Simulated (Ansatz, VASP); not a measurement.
## One calculation of CuAu, two programs

Contents of POSCAR:

```
CuAu
1.0
    2.8658761851      0.0000000000      0.0000000000
    0.0000000000      2.8658761851      0.0000000000
    0.0000000000      0.0000000000      3.7572732506
Au Cu
1 1
Direct
    0.0000000000      0.0000000000      0.0000000000
    0.5000000000      0.5000000000      0.5000000000
```

Contents of INCAR.step1:

```
PREC     = Accurate       # precision mode
ENCUT    = 520            # plane-wave cutoff, eV
EDIFF    = 1E-5           # SCF threshold, eV
ISMEAR   = -1             # smearing method
SIGMA    = 0.05           # smearing width, eV
LREAL    = F              # projectors in reciprocal space
LASPH    = T              # aspherical terms in the spheres
NELM     = 100            # most SCF steps
ALGO     = Normal         # electronic algorithm
ISIF     = 2              # what is computed and relaxed
LWAVE    = T              # write WAVECAR
GGA      = PE             # functional
NBANDS   = 18             # bands
```

File INCAR.step2:

```
PREC     = Accurate       # precision mode
ENCUT    = 520            # plane-wave cutoff, eV
EDIFF    = 1E-6           # SCF threshold, eV
ISMEAR   = -1             # smearing method
SIGMA    = 0.05           # smearing width, eV
LREAL    = F              # projectors in reciprocal space
LASPH    = T              # aspherical terms in the spheres
NELM     = 100            # most SCF steps
ALGO     = Normal         # electronic algorithm
ISIF     = 2              # what is computed and relaxed
LWAVE    = F              # write WAVECAR
LCHARG   = T              # write CHGCAR
GGA      = PE             # functional
LHFCALC  = T              # exact exchange
HFSCREEN = 0.2079         # screening, 1/A
PRECFOCK = Normal       
LELF     = T              # ELF
LVHAR    = T            
ISTART   = 1            
NBANDS   = 18             # bands
```

Contents of KPOINTS:

```
Automatic mesh
0
Gamma
  6 6 4
```

File input:

```
crystal:
  lattice:
    - [2.8658761851, 0.0, 0.0]
    - [0.0, 2.8658761851, 0.0]
    - [0.0, 0.0, 3.7572732506]
  atoms:
    - { symbol: Au, position: [0.0, 0.0, 0.0] }
    - { symbol: Cu, position: [0.5, 0.5, 0.5] }
hamiltonian:
  xc: hse06
  pseudopotentials: { kind: paw }
kpoints:
  mp_grid: { grid: [6, 6, 4] }
scf:
  occupations: { method: fermi_dirac, width: 0.05 }
output:
  forces: true
  stress: true
  eigenvalues: true
  write_density: true
  write_potential: true
  elf: true
  volumetric_format: npy
```

Alike in both runs: task single point; functional HSE06; k mesh 6 × 6 × 4; occupations fermi-dirac, width 0.05 eV; no spin polarisation.

|  | VASP | Ansatz |
| --- | --- | --- |
| version | VASP 6.6.1 | Ansatz 0.2.0 |
| potentials or method | VASP PAW PBE potentials, release 64 (Au, Cu) | Ansatz PAW |
| plane-wave cutoff (eV) | 520 | 420 |
| valence electrons in the cell | 22 | 38 |

```tsv
	VASP	Ansatz	Ansatz less VASP
gap on the k mesh at the Fermi level (eV)	none	none	-
pressure (GPa)	-4.8	-4.8	0.00
traceless stress, the component that is largest in VASP (GPa)	-1.57	-1.57	+0.005
```

A gap of «none» marks a metal or a gap that the smearing closes. With one functional, cell and mesh, what is left measures potentials, basis and numerics. VASP's potentials hold 22 valence electrons a cell and Ansatz's 38, so a difference there can come from the potentials and not from the codes.

The k mesh is coarse, so the values compare programs but aren't converged. Spin-orbit coupling is off throughout.
